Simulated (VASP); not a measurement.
# C (C2/m) in VASP: a series of runs, part 2 of 2

VASP 6.6.1. Earlier steps stand in the parts before.

**4. Single point, PBE+D3(BJ) (atoms displaced along a vibrational mode)**

INCAR

```
SYSTEM = C
PREC     = Accurate       ! precision mode
ENCUT    = 520            ! plane-wave cutoff, eV
EDIFF    = 1E-6           ! SCF threshold, eV
ISMEAR   = 0              ! smearing method
SIGMA    = 0.05           ! smearing width, eV
LREAL    = .FALSE.        ! projectors in reciprocal space
LASPH    = .TRUE.         ! aspherical terms in the spheres
NELM     = 100            ! most SCF steps
ALGO     = Normal         ! electronic algorithm
ISIF     = 2              ! what is computed and relaxed
LWAVE    = .FALSE.        ! write WAVECAR
LCHARG   = .TRUE.         ! write CHGCAR
GGA      = PE             ! functional
IVDW     = 12             ! dispersion correction
LELF     = .TRUE.         ! ELF
LVHAR    = .TRUE.       
NBANDS   = 11             ! bands
```

KPOINTS

```
regular mesh
0
G
  15 15 15
  0 0 0
```

POSCAR

```
C
1.0
    1.2324984681      0.7115833223      3.3613878357
   -1.2324984681      0.7115833223      3.3613878357
    0.0000000000     -1.4231666447      3.3613878357
C
2
Direct
    0.1478320611      0.1478320611      0.1899915652
    0.8521679389      0.8521679389      0.8100084348
```

Potentials or basis: VASP PAW PBE potentials, release 64 (C).

On the command line:

```
$ cat potpaw_PBE.64/C/POTCAR > POTCAR
$ mpirun -np 1 vasp_std > vasp.out
```

OUTCAR:

```text
SYSTEM = C
   PREC = Accurate
   ENCUT = 520
   EDIFF = 1E-6
   ISMEAR = 0
   LREAL = .FALSE.
   LASPH = .TRUE.
   NELM = 100
   ISIF = 2
   GGA = PE
   IVDW = 12
 IVDW          = 12

 ion  position               nearest neighbor table
   1  0.148  0.148  0.190-   2 1.31   2 1.49   2 1.49
   2  0.852  0.852  0.810-   1 1.31   1 1.49   1 1.49

  LATTYP: Found a trigonal (rhomboedric) cell.
 ALAT       =     3.6502508791
 COS(alpha) =     0.7719881893

  Lattice vectors:

 A1 = (   1.2324984681,   0.7115833223,   3.3613878357)
 A2 = (  -1.2324984681,   0.7115833223,   3.3613878357)
 A3 = (   0.0000000000,  -1.4231666447,   3.3613878357)

Analysis of symmetry for initial positions (statically):
=====================================================================
 Subroutine PRICEL returns:
 Original cell was already a primitive cell.

 Routine SETGRP: Setting up the symmetry group for a
 trigonal (rhombohedral) supercell.

 Subroutine GETGRP returns: Found  4 space group operations
 (whereof  4 operations were pure point group operations)
 out of a pool of 12 trial point group operations.

[... 173 lines left out ...]
      3       0.0833      2.00000
      4       3.5812      2.00000
      5       8.7209      0.00000
      6      10.7232      0.00000
      7      14.9396      0.00000
      8      16.2827      0.00000
      9      17.6887      0.00000
     10      27.2623      0.00000
     11      29.7727      0.00000
[... 309 lines left out ...]
 k-point    24 :       0.2667    0.0667    0.0000
  band No.  band energies     occupation
      1     -13.6102      2.00000
      2      -2.6637      2.00000
      3      -0.6453      2.00000
      4      -0.0496      2.00000
      5      10.3407      0.00000
      6      12.4506      0.00000
      7      13.0505      0.00000
      8      17.7956      0.00000
      9      20.2864      0.00000
     10      24.0472      0.00000
     11      27.9122      0.00000

 [... further k-points ...]

------------------------ aborting loop because EDIFF is reached ----------------------------------------

 Edisp (eV)   -0.31237

 E8    (eV) :    -0.0885

  FORCE on cell =-STRESS in cart. coord.  units (eV):
  Direction    XX          YY          ZZ          XY          YZ          ZX
  --------------------------------------------------------------------------------------
  -------------------------------------------------------------------------------------
  Total      -0.34304     2.87633    -0.16471     0.00000    -0.70008     0.00000
  in kB     -31.07199   260.53555   -14.91915     0.00000   -63.41282     0.00000
  external pressure =       71.51 kB  Pullay stress =        0.00 kB

 VOLUME and BASIS-vectors are now :
 -----------------------------------------------------------------------------
  energy-cutoff  :      520.00
  volume of cell :       17.69
      direct lattice vectors                 reciprocal lattice vectors
     1.232498468  0.711583322  3.361387836     0.405680017  0.234219467  0.099165389
    -1.232498468  0.711583322  3.361387836    -0.405680017  0.234219467  0.099165389
     0.000000000 -1.423166645  3.361387836     0.000000000 -0.468438935  0.099165389

 POSITION                                       TOTAL-FORCE (eV/Angst)
 -----------------------------------------------------------------------------------
      0.00000     -0.06000      1.63248         0.000000      7.274815      1.412201
      0.00000      0.06000      8.45169         0.000000     -7.274815     -1.412201
 -----------------------------------------------------------------------------------
    total drift:                                0.000000     -0.000000      0.000000

  FREE ENERGIE OF THE ION-ELECTRON SYSTEM (eV)
  ---------------------------------------------------
  free  energy   TOTEN  =       -18.2428739225 eV

  energy  without entropy=      -18.2428738351  energy(sigma->0) =      -18.24287388
```

OSZICAR:

```text
N       E                     dE             d eps       ncg     rms          rms(c)
DAV:   1     0.639832744033E+01    0.63983E+01   -0.45453E+03 20417   0.663E+02
DAV:   2    -0.185912744751E+02   -0.24990E+02   -0.23775E+02 26065   0.131E+02
DAV:   3    -0.191993577052E+02   -0.60808E+00   -0.60689E+00 24980   0.171E+01
DAV:   4    -0.192016336632E+02   -0.22760E-02   -0.22758E-02 23131   0.128E+00
DAV:   5    -0.192016427023E+02   -0.90391E-05   -0.90391E-05 25409   0.741E-02    0.654E+00
DAV:   6    -0.182269230999E+02    0.97472E+00   -0.84482E-01 23053   0.556E+00    0.377E+00
DAV:   7    -0.179268995596E+02    0.30002E+00   -0.91651E-01 23794   0.581E+00    0.110E+00
DAV:   8    -0.179306490358E+02   -0.37495E-02   -0.23718E-02 22235   0.104E+00    0.115E-01
DAV:   9    -0.179304235722E+02    0.22546E-03   -0.89384E-04 24172   0.208E-01    0.511E-02
DAV:  10    -0.179304963340E+02   -0.72762E-04   -0.11030E-04 22449   0.756E-02    0.152E-02
DAV:  11    -0.179305046594E+02   -0.83254E-05   -0.95779E-06 23995   0.228E-02    0.534E-03
DAV:  12    -0.179305051351E+02   -0.47571E-06   -0.17644E-06 22535   0.945E-03
   1 F= -.18242874E+02 E0= -.18242874E+02  d E =-.873424E-07
```

stdout:

```text
POSCAR found type information on POSCAR C
 POSCAR found :  1 types and       2 ions
 scaLAPACK will be used
 LDA part: xc-table for (Slater+PW92), standard interpolation
 POSCAR, INCAR and KPOINTS ok, starting setup
 FFT: planning ... GRIDC
 FFT: planning ... GRID_SOFT
 FFT: planning ... GRID
 WAVECAR not read
 entering main loop
```

It took 5.6 min on 1 thread of AMD EPYC 7R43 (Zen 3), shared host; peak memory 0.23 GiB.

Results:

```yaml
Free_energy: -18.2429 eV
Pressure: 7.2 GPa
Largest_force: 7.411 eV/Å
Dispersion_energy_per_atom: -0.156 eV
```

Forces in eV/Å, atoms in the order of the input:
```
C    0.000  7.275  1.412
C    0.000 -7.275 -1.412
```

Caveat: the cell differs from its parent crystal (atoms displaced along a vibrational mode); the cell stands under pressure; forces of over 1 eV/Å act on the atoms, so gaps and moduli don't describe the material at rest.

**5. Single point, PBE+D3(BJ) (atoms displaced along a vibrational mode)**

INCAR

```
PREC = Accurate
ENCUT = 520
EDIFF = 1E-6
ISMEAR = 0
SIGMA = 0.05
LREAL = False
LASPH = True
NELM = 80
ALGO = Normal
ISIF = 2
LWAVE = False
LCHARG = False
GGA = PE
IVDW = 12
NBANDS = 11
```

KPOINTS

```
Automatic mesh
0
Gamma
  15 15 15
```

POSCAR

```
C
1.0
    1.2324984681      0.7115833223      3.3613878357
   -1.2324984681      0.7115833223      3.3613878357
    0.0000000000     -1.4231666447      3.3613878357
C
2
Direct
    0.1689897131      0.1689897131      0.1900694651
    0.8310102869      0.8310102869      0.8099305349
```

Potentials or basis: VASP PAW PBE potentials, release 64 (C).

On the command line:

```
$ cat potpaw_PBE.64/C/POTCAR > POTCAR
$ mpirun -np 1 vasp_std > vasp.out
```

OUTCAR:

```text
PREC = Accurate
   ENCUT = 520
   EDIFF = 1E-6
   ISMEAR = 0
   LREAL = False
   LASPH = True
   NELM = 80
   ISIF = 2
   GGA = PE
   IVDW = 12
 IVDW          = 12

 ion  position               nearest neighbor table
   1  0.169  0.169  0.190-   2 1.38   2 1.47   2 1.47
   2  0.831  0.831  0.810-   1 1.38   1 1.47   1 1.47

  LATTYP: Found a trigonal (rhomboedric) cell.
 ALAT       =     3.6502508791
 COS(alpha) =     0.7719881893

  Lattice vectors:

 A1 = (   1.2324984681,   0.7115833223,   3.3613878357)
 A2 = (  -1.2324984681,   0.7115833223,   3.3613878357)
 A3 = (   0.0000000000,  -1.4231666447,   3.3613878357)

Analysis of symmetry for initial positions (statically):
=====================================================================
 Subroutine PRICEL returns:
 Original cell was already a primitive cell.

 Routine SETGRP: Setting up the symmetry group for a
 trigonal (rhombohedral) supercell.

 Subroutine GETGRP returns: Found  4 space group operations
 (whereof  4 operations were pure point group operations)
 out of a pool of 12 trial point group operations.

The static configuration has the point symmetry C_2h.

Analysis of symmetry for dynamics (positions and initial velocities):
[... 174 lines left out ...]
      7      14.1257      0.00000
      8      16.6416      0.00000
      9      17.2452      0.00000
     10      27.4594      0.00000
     11      29.9930      0.00000
[... 309 lines left out ...]
 k-point    24 :       0.2667    0.0667    0.0000
  band No.  band energies     occupation
      1     -13.5056      2.00000
      2      -2.2028      2.00000
      3      -0.5343      2.00000
      4      -0.1390      2.00000
      5       9.7243      0.00000
      6      13.0619      0.00000
      7      13.4736      0.00000
      8      17.1355      0.00000
      9      20.1313      0.00000
     10      23.2934      0.00000
     11      27.1515      0.00000

 [... further k-points ...]

------------------------ aborting loop because EDIFF is reached ----------------------------------------

 Edisp (eV)   -0.31252

 E8    (eV) :    -0.0886

  FORCE on cell =-STRESS in cart. coord.  units (eV):
  Direction    XX          YY          ZZ          XY          YZ          ZX
  --------------------------------------------------------------------------------------
  -------------------------------------------------------------------------------------
  Total      -0.29962     0.89668    -0.56498     0.00000     0.61137     0.00000
  in kB     -27.13978    81.22055   -51.17580     0.00000    55.37716     0.00000
  external pressure =        0.97 kB  Pullay stress =        0.00 kB

 VOLUME and BASIS-vectors are now :
 -----------------------------------------------------------------------------
  energy-cutoff  :      520.00
  volume of cell :       17.69
      direct lattice vectors                 reciprocal lattice vectors
     1.232498468  0.711583322  3.361387836     0.405680017  0.234219467  0.099165389
    -1.232498468  0.711583322  3.361387836    -0.405680017  0.234219467  0.099165389
     0.000000000 -1.423166645  3.361387836     0.000000000 -0.468438935  0.099165389

 POSITION                                       TOTAL-FORCE (eV/Angst)
 -----------------------------------------------------------------------------------
      0.00000     -0.03000      1.77498         0.000000      3.198762     -3.085077
      0.00000      0.03000      8.30919         0.000000     -3.198762      3.085077
 -----------------------------------------------------------------------------------
    total drift:                                0.000000      0.000000     -0.000000

  FREE ENERGIE OF THE ION-ELECTRON SYSTEM (eV)
  ---------------------------------------------------
  free  energy   TOTEN  =       -18.3428069129 eV

  energy  without entropy=      -18.3428069129  energy(sigma->0) =      -18.34280691
```

OSZICAR:

```text
N       E                     dE             d eps       ncg     rms          rms(c)
DAV:   1     0.631472798965E+01    0.63147E+01   -0.45334E+03 20382   0.663E+02
DAV:   2    -0.185510372982E+02   -0.24866E+02   -0.23574E+02 25816   0.130E+02
DAV:   3    -0.191624122188E+02   -0.61137E+00   -0.61019E+00 24915   0.171E+01
DAV:   4    -0.191646231186E+02   -0.22109E-02   -0.22108E-02 23086   0.128E+00
DAV:   5    -0.191646315427E+02   -0.84241E-05   -0.84241E-05 25303   0.728E-02    0.620E+00
DAV:   6    -0.182995698934E+02    0.86506E+00   -0.75629E-01 23105   0.503E+00    0.360E+00
DAV:   7    -0.180274184315E+02    0.27215E+00   -0.85219E-01 23680   0.536E+00    0.101E+00
DAV:   8    -0.180304148178E+02   -0.29964E-02   -0.18582E-02 22274   0.893E-01    0.107E-01
DAV:   9    -0.180302288808E+02    0.18594E-03   -0.60527E-04 24098   0.159E-01    0.484E-02
DAV:  10    -0.180302867612E+02   -0.57880E-04   -0.89761E-05 22666   0.689E-02    0.186E-02
DAV:  11    -0.180302900221E+02   -0.32609E-05   -0.61314E-06 24060   0.166E-02    0.207E-03
DAV:  12    -0.180302902684E+02   -0.24631E-06   -0.55003E-07 22350   0.577E-03
   1 F= -.18342807E+02 E0= -.18342807E+02  d E =-.112981E-11
```

It took 6.1 min on 1 thread of AMD EPYC 7R43 (Zen 3), shared host; peak memory 0.24 GiB.

Results:

* Free energy: -18.3428 eV
* Pressure: 0.1 GPa
* Largest force: 4.444 eV/Å
* Dispersion energy per atom: -0.156 eV

Forces in eV/Å, atoms in the order of the input:
```
C    0.000  3.199 -3.085
C    0.000 -3.199  3.085
```

Stress tensor (GPa, compression positive):
```
-2.71  0.00  0.00
 0.00  8.12  5.54
 0.00  5.54 -5.12
```

Caveat: the cell differs from its parent crystal (atoms displaced along a vibrational mode); forces of over 1 eV/Å act on the atoms, so gaps and moduli don't describe the material at rest.

**6. Single point, PBE+D3(BJ) (atoms displaced along a vibrational mode)**

INCAR

```
SYSTEM = C
  PREC = Accurate
  ENCUT = 520
  EDIFF = 1E-6
  ISMEAR = 0
  SIGMA = 0.05
  LREAL = .FALSE.
  LASPH = .TRUE.
  NELM = 100
  ALGO = Normal
  ISIF = 2
  LWAVE = .FALSE.
  LCHARG = .FALSE.
  GGA = PE
  IVDW = 12
  NBANDS = 11
```

KPOINTS

```
regular mesh
0
G
  15 15 15
  0 0 0
```

POSCAR

```
C
1.0
    1.2324984681      0.7115833223      3.3613878357
   -1.2324984681      0.7115833223      3.3613878357
    0.0000000000     -1.4231666447      3.3613878357
C
2
Direct
    0.1431217051      0.1431217051      0.1852812092
    0.8568782949      0.8568782949      0.8147187908
```

Potentials or basis: VASP PAW PBE potentials, release 64 (C).

On the command line:

```
$ cat potpaw_PBE.64/C/POTCAR > POTCAR
$ mpirun -np 1 vasp_std > vasp.out
```

Wall time 5.9 min (1 thread of AMD EPYC 7R43 (Zen 3), shared host); peak memory 0.23 GiB.

Results (log left out):

```yaml
Free_energy: -18.0415 eV
Pressure: 5.2 GPa
Largest_force: 7.421 eV/Å
Dispersion_energy_per_atom: -0.156 eV
```

Forces in eV/Å, atoms in the order of the input:
```
C    0.000  6.860  2.830
C    0.000 -6.860 -2.830
```

Stress tensor (GPa, compression positive):
```
 -1.88   0.00   0.00
  0.00  23.22 -11.82
  0.00 -11.82  -5.78
```

Caveat: the cell differs from its parent crystal (atoms displaced along a vibrational mode); the cell stands under pressure; forces of over 1 eV/Å act on the atoms, so gaps and moduli don't describe the material at rest.

**7. Overview**

| cell | pressure (GPa) | largest force (eV/Å) |
| --- | --- | --- |
| as given, atomic positions A | 2.2 | 3.45 |
| as given, atomic positions B | 1.4 | 3.32 |
| as given, atomic positions C | 7.2 | 7.41 |
| as given, atomic positions D | 0.1 | 4.44 |
| as given, atomic positions E | 5.2 | 7.42 |

Alike in all rows: task single point; level PBE+D3(BJ); potentials or basis VASP PAW PBE potentials, release 64 (C); no spin polarisation; k mesh 15 × 15 × 15; cutoff (eV) 520; smearing gaussian 0.05 eV.

Caveats: forces of over 1 eV/Å act on the atoms, so gaps and moduli don't describe the material at rest; the cell stands under pressure (at least some runs).

Absolute energies hang on the potentials; compare differences alone.
